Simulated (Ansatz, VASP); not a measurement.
One calculation of Sb, two programs

The input INCAR:

```
  PREC = Accurate
  ENCUT = 520
  EDIFF = 1E-8
  ISMEAR = -1
  SIGMA = 0.05
  LREAL = F
  LASPH = T
  NELM = 150
  ALGO = Normal
  ISIF = 2
  LWAVE = F
  LCHARG = F
  MAGMOM = 0 0 0
  LORBIT = 11
  LSORBIT = T
  GGA_COMPAT = F
  LORBMOM = T
  GGA = PE
  LEFG = T
  NBANDS = 16
```

KPOINTS

```
Automatic mesh
0
Gamma
  12 12 12
```

File POSCAR:

```
Sb
1.0
    0.0000000000      2.3050000000      2.3050000000
    2.3050000000      0.0000000000      2.3050000000
    2.3050000000      2.3050000000      0.0000000000
Sb
1
Direct
    0.0000000000      0.0000000000      0.0000000000
```

Input for Ansatz:

```yaml
crystal:
  lattice:
    - [0.0, 2.305, 2.305]
    - [2.305, 0.0, 2.305]
    - [2.305, 2.305, 0.0]
  atoms:
    - { symbol: Sb, position: [0.0, 0.0, 0.0] }
kpoints:
  mp_grid: { grid: [12, 12, 12] }
  band_path:
    path:
      - [0.0, 0.0, 0.0]
      - [0.5, 0.0, 0.5]
      - [0.625, 0.25, 0.625]
      - [0.375, 0.375, 0.75]
      - [0.0, 0.0, 0.0]
      - [0.5, 0.5, 0.5]
      - [0.5, 0.25, 0.75]
      - [0.5, 0.0, 0.5]
    npoints: 5
scf:
  occupations: { method: fermi_dirac, width: 0.05 }
hamiltonian:
  xc: pbe
  pseudopotentials: { kind: paw_fr }
output:
  forces: true
  stress: true
  eigenvalues: true
  efg: { contact_densities: true }
magnetization:
  noncollinear: true
  spin_orbit: true
```

Alike in both runs: task electric field gradients; functional PBE; k mesh 12 × 12 × 12; occupations fermi-dirac, width 0.05 eV; non-collinear spin, spin-orbit coupling.

|  | VASP | Ansatz |
| --- | --- | --- |
| version | VASP 6.6.1 | Ansatz 0.2.0 |
| potentials or method | VASP PAW PBE potentials, release 64 (Sb) | PAW with Ansatz's default frozen-core files, fully relativistic files with spin-orbit coupling |
| plane-wave cutoff (eV) | 520 | 420 |
| valence electrons in the cell | 5 | 15 |

```csv
,VASP,Ansatz,Ansatz less VASP
pressure (GPa),8.9,9.0,+0.14
net moment per atom (μB),0.00,0.00,0.000
```

With one functional, cell and mesh, what is left measures potentials, basis and numerics. VASP's potentials hold 5 valence electrons a cell and Ansatz's 15, so a difference there can come from the potentials and not from the codes.
